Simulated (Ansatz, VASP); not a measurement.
Two plane-wave programs on Bi

```
CELL_PARAMETERS angstrom
2.29610 -6.22508 0.00000
2.29610 6.22508 0.00000
0.00000 0.00000 4.66434
ATOMIC_POSITIONS crystal
Bi 0.12175 0.87825 0.97670
Bi 0.62175 0.37825 0.52330
Bi 0.87825 0.12175 0.02330
Bi 0.37825 0.62175 0.47670
```

Alike in both runs: functional PBEsol; k mesh 6 × 6 × 4; occupations gaussian, width 0.1 eV; no spin polarisation.

Ansatz relaxed the structure, and its values are those at the end. VASP's run is a single point on that final structure, the one shown.

```csv
,VASP,Ansatz
version,VASP 6.6.1,Ansatz 0.2.0
potentials or method,"VASP PAW PBE potentials, release 64 (Bi_d), cutoff 520 eV","scalar-relativistic, plane waves, PAW"
valence electrons in the cell,60,60
```

|  | VASP | Ansatz | Ansatz less VASP |
| --- | --- | --- | --- |
| gap on the k mesh at the Fermi level (eV) | none | none | - |
| pressure (GPa) | -0.3 | -0.2 | +0.10 |
| rms of the force components (eV/Å) | 0.005 | 0.006 | +0.0009 |

VASP's potentials were made for PBE, not for PBEsol. A gap of «none» marks a metal or a gap that the smearing closes.

Neither program's run includes spin-orbit coupling.
